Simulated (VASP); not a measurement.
A run of VASP 6.6.1 is set up as follows.

File INCAR:

```
PREC = Accurate
ENCUT = 520
EDIFF = 1E-6
ISMEAR = -1
SIGMA = 0.02
LREAL = False
LASPH = True
NELM = 100
ALGO = Normal
ISIF = 2
LWAVE = False
LCHARG = False
GGA = PS
NBANDS = 20
```

KPOINTS

```
Automatic mesh
0
Gamma
  15 15 15
```

Contents of POSCAR:

```
MoS2
1.0
    1.5694837535      0.9061418675      6.0532248003
   -1.5694837535      0.9061418675      6.0532248003
    0.0000000000     -1.8122837351      6.0532248003
Mo S
1 2
Direct
    0.0000000000      0.0000000000      0.0000000000
    0.2500000000      0.2500000000      0.2500000000
    0.7500000000      0.7500000000      0.7500000000
```

Potentials or basis: VASP PAW PBE potentials, release 64 (Mo_sv, S).

Run with:

```console
$ cat potpaw_PBE.64/Mo_sv/POTCAR potpaw_PBE.64/S/POTCAR > POTCAR
$ mpirun -np 1 vasp_std > vasp.out
```

Problem. What does it give for the band gap on the k mesh?

Solution. Zero (band 13 reaches 8.51 eV, above the bottom of band 14 at 7.79 eV).

Problem. What does it give for the pressure?

Solution. 8.0 GPa.

Stress tensor (GPa, compression positive):
```
 6.01  0.00  0.00
 0.00  6.01  0.00
 0.00  0.00 11.89
```

Caveat: the PAW data sets were made with another functional, which shifts forces and pressure a little.
